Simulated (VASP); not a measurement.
Write the native input for VASP 6.6.1 that does the following.

```yaml
Task: electric field gradients
Functional: PBEsol
Potentials_or_basis: VASP PAW PBE potentials, release 64 (Sb)
Cutoff: 520 eV
k_mesh: 9 × 9 × 9
Occupations: fermi-dirac, width 0.05 eV
Spin: no spin polarisation
Dipole_correction: no
Further_INCAR_settings: ALGO = Normal; EDIFF = 1e-08; NBANDS = 12
```

The structure of Sb lies in POSCAR:

```
Sb
1.0
    2.1141424358      1.2206007044      3.6805301114
   -2.1141424358      1.2206007044      3.6805301114
    0.0000000000     -2.4412014087      3.6805301114
Sb
2
Direct
    0.2336400000      0.2336400000      0.2336400000
    0.7663600000      0.7663600000      0.7663600000
```

This cell differs from its parent crystal: volume scaled by 0.95.

One way to write it, as run:

INCAR

```
SYSTEM = Sb
ALGO = Normal
EDIFF = 1E-8
ENCUT = 520
GGA = PS
ISIF = 2
ISMEAR = -1
LASPH = .True.
LCHARG = .False.
LEFG = .True.
LREAL = .False.
LWAVE = .False.
NBANDS = 12
NELM = 60
PREC = Accurate
SIGMA = 0.05
```

KPOINTS

```
k-points
0
Gamma
  9 9 9
  0 0 0
```

Potentials or basis: VASP PAW PBE potentials, release 64 (Sb).

Launch:

```console
$ cat potpaw_PBE.64/Sb/POTCAR > POTCAR
$ mpirun -np 1 vasp_std > vasp.out
```

It gave:

| Item | Value |
| --- | --- |
| Pressure | 4.1 GPa |
| Largest force | 0.505 eV/Å |
| Band gap on the k mesh | zero (band 5 reaches 7.94 eV, above the bottom of band 6 at 7.88 eV) |

Caveat: without QUAD_EFG the Cq values of the log hold for a quadrupole moment of 1 mb, not for the nuclei; the PAW data sets were made with another functional, which shifts forces and pressure a little; spin-orbit coupling is left out, which moves the levels of the heavy elements.

It took 68 s on 1 thread of AMD EPYC 7R43 64-Core Processor (Zen 3), on a shared host, peak memory 0.19 GiB.
